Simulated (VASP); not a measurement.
Runs of VASP 6.6.1 on Na. The structure is that of space group Im-3m (No. 229), or close to it. The cells are those of the table. 

```tsv
task	spin	cell	k mesh	cutoff (eV)	gap on the mesh (eV)	pressure (GPa)
single point	off	a = 3.644 Å, angles 109.5°, 1 atom	17 × 17 × 17	520	none	0.0
single point	off	a = 3.739 Å, angles 109.5°, 1 atom	17 × 17 × 17	520	none	-0.5
single point	off	a = 3.544 Å, angles 109.5°, 1 atom	17 × 17 × 17	520	none	0.7
single point	non-collinear, zero start, SOC	a = 3.644 Å, angles 109.5°, 1 atom	11 × 11 × 11	520	-	0.0
single point	off	a = 3.492 Å, angles 109.5°, 1 atom	17 × 17 × 17	520	none	1.2
single point	off	a = 3.784 Å, angles 109.5°, 1 atom	17 × 17 × 17	520	none	(a)
single point	off	a = 3.644 Å, angles 109.5°, 1 atom	11 × 11 × 11	520	none	0.0
relaxation of cell and atoms	off	relaxed from a = 3.659 Å, angles 109.5°, 1 atom	11 × 11 × 11	600	none	0.0
single point	off	a = 3.692 Å, angles 109.5°, 1 atom	17 × 17 × 17	520	none	(b)
single point	off	a = 3.595 Å, angles 109.5°, 1 atom	17 × 17 × 17	520	none	0.3
```

Alike in all rows: level BLYP; potentials or basis VASP PAW PBE potentials, release 64 (Na_pv); smearing fermi-dirac 0.1 eV.

Q: Estimate the missing entries.

A: (a) -0.7; (b) -0.3.

Caveats: the PAW data sets were made with another functional, which shifts forces and pressure a little.

A gap of «none» marks levels without a gap at the run's occupations.
